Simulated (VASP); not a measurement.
# WS2 (R3m) in VASP: single point with PBE+D3(BJ)

Aim: the single point of WS2 with PBE+D3(BJ).

Program: VASP 6.6.1. These are calculated values, not measurements. Logs are shortened: lines on timing, memory, paths and dates and some standing lists are left out, and cuts for length are marked.

### Step 1. The cell of the first run

It takes space group R3m (No. 160, trigonal). Conventional cell: a = 3.252 Å, b = 3.252 Å, c = 20.728 Å, α = 90.00°, β = 90.00°, γ = 120.00°. Within 3.4 Å of W (site symmetry 3m) lie 6 S at 2.60 Å and 6 W at 3.25 Å. S (site symmetry 3m) has 3 W at 2.60 Å and 6 S at 3.25 Å within 3.4 Å. Within 3.4 Å of S (site symmetry 3m) lie 3 W at 2.60 Å and 6 S at 3.25 Å.

### Step 2. Single point, PBE+D3(BJ)

INCAR

```
SYSTEM = WS2
PREC = Accurate
ENCUT = 520
EDIFF = 1E-7
ISMEAR = 0
SIGMA = 0.05
LREAL = .False.
LASPH = .True.
NELM = 60
ALGO = Normal
ISIF = 2
LWAVE = .False.
LCHARG = .False.
GGA = PE
IVDW = 12
NBANDS = 20
```

KPOINTS

```
regular mesh
0
Gamma
  12 12 12
  0 0 0
```

POSCAR

```
WS2
1.0
    1.6259500000      0.9387426702      6.9092666667
   -1.6259500000      0.9387426702      6.9092666667
    0.0000000000     -1.8774853404      6.9092666667
W S
1 2
Direct
    0.9993440419      0.9993440419      0.9993440419
    0.7527816504      0.7527816504      0.7527816504
    0.5791743077      0.5791743077      0.5791743077
```

Potentials or basis: VASP PAW PBE potentials, release 64 (W_sv, S).

On the command line:

```console
$ cat potpaw_PBE.64/W_sv/POTCAR potpaw_PBE.64/S/POTCAR > POTCAR
$ mpirun -np 1 vasp_std > vasp.out
```

OUTCAR:

```text
SYSTEM = WS2
   PREC = Accurate
   ENCUT = 520
   EDIFF = 1E-7
   ISMEAR = 0
   LREAL = .False.
   LASPH = .True.
   NELM = 60
   ISIF = 2
   GGA = PE
   IVDW = 12
 IVDW          = 12

 ion  position               nearest neighbor table
   1  0.999  0.999  0.999-   2 2.60   2 2.60   2 2.60   3 2.60   3 2.60   3 2.60
   2  0.753  0.753  0.753-   1 2.60   1 2.60   1 2.60
   3  0.579  0.579  0.579-   1 2.60   1 2.60   1 2.60

  LATTYP: Found a trigonal (rhomboedric) cell.
 ALAT       =     7.1598126424
 COS(alpha) =     0.8968566928

  Lattice vectors:

 A1 = (   1.6259500000,   0.9387426702,   6.9092666667)
 A2 = (  -1.6259500000,   0.9387426702,   6.9092666667)
 A3 = (   0.0000000000,  -1.8774853404,   6.9092666667)

Analysis of symmetry for initial positions (statically):
=====================================================================
 Subroutine PRICEL returns:
 Original cell was already a primitive cell.

 Routine SETGRP: Setting up the symmetry group for a
 trigonal (rhombohedral) supercell.

 Subroutine GETGRP returns: Found  6 space group operations
 (whereof  6 operations were pure point group operations)
 out of a pool of 12 trial point group operations.

The static configuration has the point symmetry C_3v.

Analysis of symmetry for dynamics (positions and initial velocities):
=====================================================================
 Subroutine PRICEL returns:
 Original cell was already a primitive cell.

 Routine SETGRP: Setting up the symmetry group for a
 trigonal (rhombohedral) supercell.

 Subroutine GETGRP returns: Found  6 space group operations
 (whereof  6 operations were pure point group operations)
 out of a pool of 12 trial point group operations.

The dynamic configuration has the point symmetry C_3v.

 Subroutine INISYM returns: Found  6 space group operations
 (whereof  6 operations are pure point group operations),
 and found     1 'primitive' translations

----------------------------------------------------------------------------------------

                                     Primitive cell

  volume of cell :      63.2757

  direct lattice vectors                    reciprocal lattice vectors
     1.625950000  0.938742670  6.909266667     0.307512531  0.177542443  0.048244387
    -1.625950000  0.938742670  6.909266667    -0.307512531  0.177542443  0.048244387
     0.000000000 -1.877485340  6.909266667     0.000000000 -0.355084885  0.048244387

  length of vectors
     7.159812642  7.159812642  7.159812642     0.358347313  0.358347313  0.358347313

  position of ions in fractional coordinates (direct lattice)
     0.999344042  0.999344042  0.999344042
     0.752781650  0.752781650  0.752781650
     0.579174308  0.579174308  0.579174308

  ion indices of the primitive-cell ions
   primitive index   ion index
                 1           1
                 2           2
                 3           3

----------------------------------------------------------------------------------------

 KPOINTS: regular mesh

Automatic generation of k-mesh.
 Grid dimensions read from file:
 generate k-points for:   12   12   12

 Generating k-lattice:

  Cartesian coordinates                     Fractional coordinates (reciprocal lattice)
     0.025626044  0.014795204  0.004020366     0.083333333 -0.000000000  0.000000000
    -0.025626044  0.014795204  0.004020366    -0.000000000  0.083333333  0.000000000
     0.000000000 -0.029590407  0.004020366     0.000000000  0.000000000  0.083333333

  Length of vectors
     0.029862276  0.029862276  0.029862276

  Shift w.r.t. Gamma in fractional coordinates (k-lattice)
     0.000000000  0.000000000  0.000000000

 Subroutine IBZKPT returns following result:
 ===========================================

 Found    189 irreducible k-points:

 Following reciprocal coordinates:
            Coordinates               Weight
  0.000000  0.000000  0.000000      1.000000
  0.083333  0.000000  0.000000      6.000000
  0.166667  0.000000  0.000000      6.000000
  0.250000  0.000000  0.000000      6.000000
  0.333333  0.000000  0.000000      6.000000
  0.416667  0.000000  0.000000      6.000000
[... 16 lines left out ...]
  0.500000  0.166667  0.000000     12.000000
 -0.416667  0.166667  0.000000     12.000000
 [... further k-points ...]
   k-points           NKPTS =    189   k-points in BZ     NKDIM =    189   number of bands    NBANDS=     20
   number of dos      NEDOS =    301   number of ions     NIONS =      3
   total plane-waves  NPLWV = 157464
   dimension x,y,z NGX =    54 NGY =   54 NGZ =   54
   dimension x,y,z NGXF=   108 NGYF=  108 NGZF=  108
   ions per type =               1   2
   NGX,Y,Z   is equivalent  to a cutoff of  12.54, 12.54, 12.54 a.u.
   NGXF,Y,Z  is equivalent  to a cutoff of  25.08, 25.08, 25.08 a.u.
 SYSTEM =  WS2
   PREC   = accura    normal or accurate (medium, high low for compatibility)
   ISTART =      0    job   : 0-new  1-cont  2-samecut
   ICHARG =      2    charge: 1-file 2-atom 10-const
   ISPIN  =      1    spin polarized calculation?
   LNONCOLLINEAR =      F non collinear calculations
   LSORBIT =      F    spin-orbit coupling
   LASPH  =      T    aspherical Exc in radial PAW
   ENCUT  =  520.0 eV  38.22 Ry    6.18 a.u.  13.31 13.31 13.31*2*pi/ulx,y,z
   NELM   =     60;   NELMIN=  2; NELMDL= -5     # of ELM steps
   EDIFF  = 0.1E-06   stopping-criterion for ELM
   LREAL  =      F    real-space projection
   EDIFFG = 0.1E-05   stopping-criterion for IOM
   NSW    =      0    number of steps for IOM
   IBRION =     -1    ionic relax: 0-MD 1-quasi-New 2-CG
   NFREE  =      0    steps in history (QN), initial steepest desc. (CG)
   ISIF   =      2    stress and relaxation
   ISYM   =      2    0-nonsym 1-usesym 2-fastsym
   POTIM  = 0.5000    time-step for ionic-motion
   TEBEG  =    0.0;   TEEND  =   0.0 temperature during run
   PSTRESS=    0.0 pullay stress
   NELECT =      26.0000    total number of electrons
   NUPDOWN=      -1.0000    fix difference up-down
   EMIN   =  10.00;   EMAX   =-10.00  energy-range for DOS
   EFERMI =   0.00;   METHOD = LEGACY
   ISMEAR =     0;   SIGMA  =   0.05  broadening in eV -4-tet -1-fermi 0-gaus
   EFERMI_NEDOS =   21; number of points for ismear=-14 and -15
   IALGO  =     38    algorithm
   IMIX   =      4    mixing-type and parameters
     AMIX     =   0.40;   BMIX     =  1.00
     AMIX_MAG =   1.60;   BMIX_MAG =  1.00
  volume/ion in A,a.u.               =      21.09       142.34
  Fermi-wavevector in a.u.,A,eV,Ry     =   1.217083  2.299954 20.154197  1.481292
  Thomas-Fermi vector in A             =   2.352416
   LORBIT       =      0    0 simple, 1 ext, 2 COOP (PROOUT), +10 PAW based schemes
   GGA     = PE    functional components
   LHFCALC =     F    Hartree Fock is set to
   AEXX    =    0.0000 exact exchange contribution
   IVDW    =    12    specifies the selected vdW correction
   LEPSILON=     F    determine dielectric tensor
   LRPA    =     F    only Hartree local field effects (RPA)
 non-spin polarized calculation
 Gauss-broadening in eV      SIGMA  =   0.05
  energy-cutoff  :      520.00
  volume of cell :       63.28
 maximum number of plane-waves:      1732
 NGX is ok and might be reduce to    54
   NGX = 27   NGY = 27   NGZ = 27

 number of electron      26.0000000 magnetization

 Free energy of the ion-electron system (eV)
  ---------------------------------------------------
  ext. energy  EPLUGINS =         0.00000000
  ---------------------------------------------------
  free energy    TOTEN  =       -22.66893890 eV

  energy without entropy =      -22.66893890  energy(sigma->0) =      -22.66893890

 E-fermi :   5.2457     XC(G=0): -10.1444

 val. band max:        4.9672503637   @ k =  -0.1667   0.5000   0.1667
 cond. band min:       5.9459955188   @ k =  -0.1667   0.1667   0.0000
 fundamental gap:      0.9787451552
 Fermi energy:         5.2456589727

 k-point     1 :       0.0000    0.0000    0.0000
  band No.  band energies     occupation
      1     -69.5031      2.00000
      2     -33.6203      2.00000
      3     -33.4742      2.00000
      4     -33.4742      2.00000
      5      -8.8848      2.00000
      6      -7.8066      2.00000
[... 12 lines left out ...]
     19      13.1294      0.00000
     20      13.4464      0.00000

 k-point     2 :       0.0833    0.0000    0.0000
  band No.  band energies     occupation
      1     -69.5023      2.00000
      2     -33.6178      2.00000
      3     -33.4898      2.00000
      4     -33.4779      2.00000
      5      -8.7885      2.00000
      6      -7.7567      2.00000
[... 12 lines left out ...]
     19      13.5675      0.00000
     20      13.6361      0.00000

 k-point     3 :       0.1667    0.0000    0.0000
  band No.  band energies     occupation
      1     -69.5003      2.00000
      2     -33.6111      2.00000
      3     -33.5324      2.00000
      4     -33.4882      2.00000
      5      -8.5126      2.00000
      6      -7.6140      2.00000
[... 12 lines left out ...]
     19      14.0318      0.00000
     20      14.2308      0.00000

 k-point     4 :       0.2500    0.0000    0.0000
  band No.  band energies     occupation
      1     -69.4976      2.00000
      2     -33.6018      2.00000
      3     -33.5901      2.00000
      4     -33.5023      2.00000
      5      -8.0976      2.00000
      6      -7.4018      2.00000
[... 12 lines left out ...]
     19      13.3919      0.00000
     20      13.6571      0.00000

 k-point     5 :       0.3333    0.0000    0.0000
  band No.  band energies     occupation
      1     -69.4948      2.00000
      2     -33.6472      2.00000
      3     -33.5925      2.00000
      4     -33.5163      2.00000
      5      -7.6210      2.00000
      6      -7.1649      2.00000
[... 12 lines left out ...]
     19      12.3747      0.00000
     20      12.8451      0.00000

 k-point     6 :       0.4167    0.0000    0.0000
  band No.  band energies     occupation
      1     -69.4928      2.00000
      2     -33.6886      2.00000
      3     -33.5857      2.00000
      4     -33.5265      2.00000
      5      -7.2122      2.00000
      6      -6.9726      2.00000
[... 12 lines left out ...]
     19      11.4729      0.00000
     20      12.3562      0.00000

 k-point     7 :       0.5000    0.0000    0.0000
  band No.  band energies     occupation
      1     -69.4920      2.00000
      2     -33.7037      2.00000
      3     -33.5832      2.00000
      4     -33.5302      2.00000
      5      -7.0425      2.00000
      6      -6.8993      2.00000
[... 12 lines left out ...]
     19      11.1408      0.00000
     20      12.1900      0.00000
[... 277 lines left out ...]
 k-point    20 :       0.2500    0.1667    0.0000
  band No.  band energies     occupation
      1     -69.4986      2.00000
      2     -33.6052      2.00000
      3     -33.5662      2.00000
      4     -33.5000      2.00000
      5      -8.2401      2.00000
      6      -7.5043      2.00000
[... 12 lines left out ...]
     19      13.7703      0.00000
     20      14.3204      0.00000

 k-point    21 :       0.3333    0.1667    0.0000
  band No.  band energies     occupation
      1     -69.4962      2.00000
      2     -33.6079      2.00000
      3     -33.5972      2.00000
      4     -33.5203      2.00000
      5      -7.8539      2.00000
      6      -7.3102      2.00000
[... 12 lines left out ...]
     19      13.4565      0.00000
     20      14.3435      0.00000

 k-point    22 :       0.4167    0.1667    0.0000
  band No.  band energies     occupation
      1     -69.4938      2.00000
      2     -33.6471      2.00000
      3     -33.5891      2.00000
      4     -33.5427      2.00000
      5      -7.4203      2.00000
      6      -7.0892      2.00000
[... 12 lines left out ...]
     19      12.8414      0.00000
     20      14.0059      0.00000

 k-point    23 :       0.5000    0.1667    0.0000
  band No.  band energies     occupation
      1     -69.4920      2.00000
      2     -33.6748      2.00000
      3     -33.5832      2.00000
      4     -33.5598      2.00000
      5      -7.0611      2.00000
      6      -6.9052      2.00000
[... 12 lines left out ...]
     19      12.3663      0.00000
     20      13.7298      0.00000

 k-point    24 :      -0.4167    0.1667    0.0000
  band No.  band energies     occupation
      1     -69.4914      2.00000
      2     -33.6848      2.00000
      3     -33.5811      2.00000
      4     -33.5662      2.00000
      5      -6.9191      2.00000
      6      -6.8311      2.00000
[... 12 lines left out ...]
     19      12.2523      0.00000
     20      13.7180      0.00000

 [... further k-points ...]

------------------------ aborting loop because EDIFF is reached ----------------------------------------

 Edisp (eV)   -1.06901

 E8    (eV) :    -0.4493

  FORCE on cell =-STRESS in cart. coord.  units (eV):
  Direction    XX          YY          ZZ          XY          YZ          ZX
  --------------------------------------------------------------------------------------
  -------------------------------------------------------------------------------------
  Total      -6.27924    -6.27924   -13.27908     0.00000     0.00000     0.00000
  in kB    -158.99402  -158.99402  -336.23403     0.00000     0.00000     0.00000
  external pressure =     -218.07 kB  Pullay stress =        0.00 kB

 VOLUME and BASIS-vectors are now :
 -----------------------------------------------------------------------------
  energy-cutoff  :      520.00
  volume of cell :       63.28
      direct lattice vectors                 reciprocal lattice vectors
     1.625950000  0.938742670  6.909266667     0.307512531  0.177542443  0.048244387
    -1.625950000  0.938742670  6.909266667    -0.307512531  0.177542443  0.048244387
     0.000000000 -1.877485340  6.909266667     0.000000000 -0.355084885  0.048244387

 POSITION                                       TOTAL-FORCE (eV/Angst)
 -----------------------------------------------------------------------------------
      0.00000      0.00000     20.71420         0.000000      0.000000     -0.002394
      0.00000      0.00000     15.60351         0.000000      0.000000     -3.464199
      0.00000      0.00000     12.00501         0.000000     -0.000000      3.466593
 -----------------------------------------------------------------------------------
    total drift:                               -0.000000     -0.000000     -0.000126

  FREE ENERGIE OF THE ION-ELECTRON SYSTEM (eV)
  ---------------------------------------------------
  free  energy   TOTEN  =       -23.7379471693 eV

  energy  without entropy=      -23.7379471693  energy(sigma->0) =      -23.73794717
```

Run time: 16 min. Hardware: 1 thread of Intel Xeon Platinum 8175M at 2.50GHz (Skylake/Cascade Lake), shared host; peak memory 0.5 GiB.

Results:

- Free energy: -23.7379 eV
- Pressure: -21.8 GPa
- Largest force: 3.467 eV/Å
- Band gap on the k mesh: 0.98 eV, indirect (least direct gap 1.71 eV)
- Dispersion energy per atom: -0.356 eV

Forces in eV/Å, atoms in the order of the input:
```
W    0.000  0.000 -0.002
S    0.000  0.000 -3.464
S    0.000  0.000  3.467
```

Levels at points of the mesh, in eV from the valence-band top:
| k point | band 11 | band 12 | band 13 | band 14 | band 15 | band 16 |
| --- | --- | --- | --- | --- | --- | --- |
| (0.00, 0.00, 0.00) | -1.00 | -0.87 | -0.87 | 2.22 | 2.22 | 2.46 |
| (0.50, 0.00, 0.00) | -2.28 | -1.05 | -0.75 | 2.51 | 2.63 | 3.35 |
| (0.50, 0.50, 0.00) | -2.43 | -0.93 | -0.88 | 2.62 | 2.66 | 3.12 |
| (0.50, 0.50, 0.50) | -0.84 | -0.84 | -0.26 | 2.15 | 2.15 | 2.51 |

Caveat: spin-orbit coupling is left out, which moves the levels of the heavy elements; forces of over 1 eV/Å act on the atoms, so gaps and moduli don't describe the material at rest. A hybrid or GW would open this gap; PBE tends to underestimate it.
